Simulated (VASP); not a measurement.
The system is SiO2.

```
CELL_PARAMETERS angstrom
4.25490 0.00000 0.00000
0.00000 4.25490 0.00000
0.00000 0.00000 2.34200
ATOMIC_POSITIONS crystal
Si 0.50000 0.50000 0.50000
Si 0.00000 0.00000 0.00000
O 0.69443 0.69443 0.00000
O 0.19443 0.80557 0.50000
O 0.30557 0.30557 0.00000
O 0.80557 0.19443 0.50000
```

Base run:

* Program: VASP 6.6.1
* Functional: LDA
* Potentials or basis: VASP PAW LDA potentials, release 64 (Si, O_h)
* Cutoff: 910 eV
* k mesh: 6 × 6 × 8
* Occupations: gaussian, width 0.05 eV
* Spin: no spin polarisation

Its results: band gap on the k mesh 7.21 eV, direct; pressure 46.9 GPa; largest force 0.176 eV/Å.

Problem. The run is repeated on the same cell with these changes: potentials or basis from VASP PAW LDA potentials, release 64 (Si, O_h) to VASP PAW LDA potentials, release 64 (Si, O); cutoff from 910 eV to 520 eV. What comes out?

Solution. Band gap on the k mesh 7.18 eV, direct; pressure 47.9 GPa; largest force 0.240 eV/Å.

Caveats: the cutoff is under 1.25 times the usual one of these potentials, so pressure, stress and relaxed cells hold a basis-set (Pulay) error (some runs).

A k mesh can miss the band edges.
